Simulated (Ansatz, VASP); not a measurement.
Sb: VASP beside Ansatz

```
Sb
1.0
     3.12240    0.00000    0.00000
     0.00000    4.34752    0.00000
    -0.03891    0.00000    4.40585
Sb
2
Direct
  0.98861 0.75000 0.75883
  0.01139 0.25000 0.24117
```

Alike in both runs: task single point; functional PBE; k mesh 4 × 1 × 4; occupations gaussian, width 0.1 eV; no spin polarisation.

|  | VASP | Ansatz |
| --- | --- | --- |
| version | VASP 6.6.1 | Ansatz 0.2.0 |
| potentials or method | VASP PAW PBE potentials, release 64 (Sb), cutoff 500 eV | scalar-relativistic, plane waves, PAW |
| valence electrons in the cell | 10 | 30 |

Ansatz gave:

```
gap on the k mesh at the Fermi level (eV)                     : none
pressure (GPa)                                                : 8.1
traceless stress, the component that is largest in VASP (GPa) : 16.54
rms of the force components (eV/Å)                            : 0.246
```

Task: What did VASP give for the same quantities?

Result: gap on the k mesh at the Fermi level (eV): none; pressure (GPa): 8.2; traceless stress, the component that is largest in VASP (GPa): 16.77; rms of the force components (eV/Å): 0.237.

Atom by atom the forces differ by 0.009 eV/Å (rms over components). A gap of «none» marks a metal or a gap that the smearing closes. The functional is the same, so the differences come from potentials, cutoffs and numerics. VASP's potentials hold 10 valence electrons a cell and Ansatz's 30, so a difference there can come from the potentials and not from the codes.

The k mesh is coarse, so the values compare programs but aren't converged. Spin-orbit coupling is off throughout.
